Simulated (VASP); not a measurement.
Here is a VASP 6.6.1 calculation.

Contents of INCAR:

```
ALGO = Normal ; EDIFF = 1E-6
ENCUT = 500 ; GGA = CA
GGA_COMPAT = F ; ISIF = 2
ISMEAR = 0 ; LASPH = T
LCHARG = F ; LREAL = F
LWAVE = F ; NBANDS = 17
NELM = 120 ; PREC = Accurate
SIGMA = 0.01
```

Contents of KPOINTS:

```
k-points
0
Gamma
  4 4 4
```

The input POSCAR:

```
SnTe
1.0
    0.0000000000      3.6111500000      3.6111500000
    3.6111500000      0.0000000000      3.6111500000
    3.6111500000      3.6111500000      0.0000000000
Sn Te
1 1
Direct
    0.9923400000      0.9918700000      0.9845800000
    0.7376400000      0.7609500000      0.7361200000
```

Potentials or basis: VASP PAW LDA potentials, release 64 (Sn_d, Te).

Run with:

```sh
$ cat potpaw_LDA.64/Sn_d/POTCAR potpaw_LDA.64/Te/POTCAR > POTCAR
$ mpirun -np 1 vasp_std > vasp.out
```

What does it give for the largest force?

0.200 eV/Å.

Estimate the pressure.

-2.3 GPa.

Forces in eV/Å, atoms in the order of the input:
```
Sn   0.165 -0.014  0.113
Te  -0.165  0.014 -0.113
```

Caveat: the k points lie up to 0.38 Å⁻¹ apart.
